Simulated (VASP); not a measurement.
Input of a VASP 6.6.1 run:

INCAR

```
SYSTEM = Ni
PREC     = Accurate       ! precision mode
ENCUT    = 520            ! plane-wave cutoff, eV
EDIFF    = 1E-7           ! SCF threshold, eV
ISMEAR   = -1             ! smearing method
SIGMA    = 0.05           ! smearing width, eV
LREAL    = .FALSE.        ! projectors in reciprocal space
LASPH    = .TRUE.         ! aspherical terms in the spheres
NELM     = 150            ! most SCF steps
ALGO     = Normal         ! electronic algorithm
ISIF     = 2              ! what is computed and relaxed
LWAVE    = .FALSE.        ! write WAVECAR
LCHARG   = .FALSE.        ! write CHGCAR
ISPIN    = 2              ! spin polarisation
MAGMOM   = 2 2            ! initial moments
LORBIT   = 11             ! projections on sites
LMAXMIX  = 4              ! l up to which the mixer works
GGA      = PE             ! functional
ISYM     = 0            
NBANDS   = 21             ! bands
```

Contents of KPOINTS:

```
regular mesh
0
G
  6 12 12
  0 0 0
```

Contents of POSCAR:

```
Ni
1.0
    0.0000000000      3.5347000000      3.5347000000
    1.7673500000      0.0000000000      1.7673500000
    1.7673500000      1.7673500000      0.0000000000
Ni
2
Direct
    0.0000000000      0.0000000000      0.0000000000
    0.5000000000      0.0000000000      0.0000000000
```

Potentials or basis: VASP PAW PBE potentials, release 64 (Ni).

Launch:

```bash
$ cat potpaw_PBE.64/Ni/POTCAR > POTCAR
$ mpirun -np 1 vasp_std > vasp.out
```

Task: Estimate the pressure.

Result: -2.3 GPa.

Task: Estimate the net moment.

Result: 1.36 μB per cell.

Task: Estimate the site moments.

Result: Ni +0.69 μB.
